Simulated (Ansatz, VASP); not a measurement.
# One calculation of As, two programs

```
As
1.0
     4.78390    0.00000    0.00000
     0.00000    4.78390    0.00000
     0.00000    0.00000    3.33306
As
4
Cartesian
  3.5880 3.5880 0.0000
  1.1959 1.1959 0.0000
  3.5879 1.1960 1.6665
  1.1960 3.5879 1.6665
```

Alike in both runs: functional PBE; k mesh 10 × 10 × 16; occupations gaussian, width 0.1 eV; no spin polarisation.

Ansatz relaxed the structure, and its values are those at the end. VASP's run is a single point on that final structure, the one shown.

```csv
,VASP,Ansatz
version,VASP 6.6.1,Ansatz 0.2.0
potentials or method,"VASP PAW PBE potentials, release 64 (As), cutoff 520 eV","scalar-relativistic, plane waves, PAW"
valence electrons in the cell,20,60
```

VASP gave:

| Quantity | Value |
| --- | --- |
| gap on the k mesh at the Fermi level (eV) | none |
| pressure (GPa) | 0.1 |

What did Ansatz give for the same quantities?

gap on the k mesh at the Fermi level (eV): none; pressure (GPa): 0.0.

A gap of «none» marks a metal or a gap that the smearing closes. The functional is the same, so the differences come from potentials, cutoffs and numerics. VASP's potentials hold 20 valence electrons a cell and Ansatz's 60, so a difference there can come from the potentials and not from the codes.
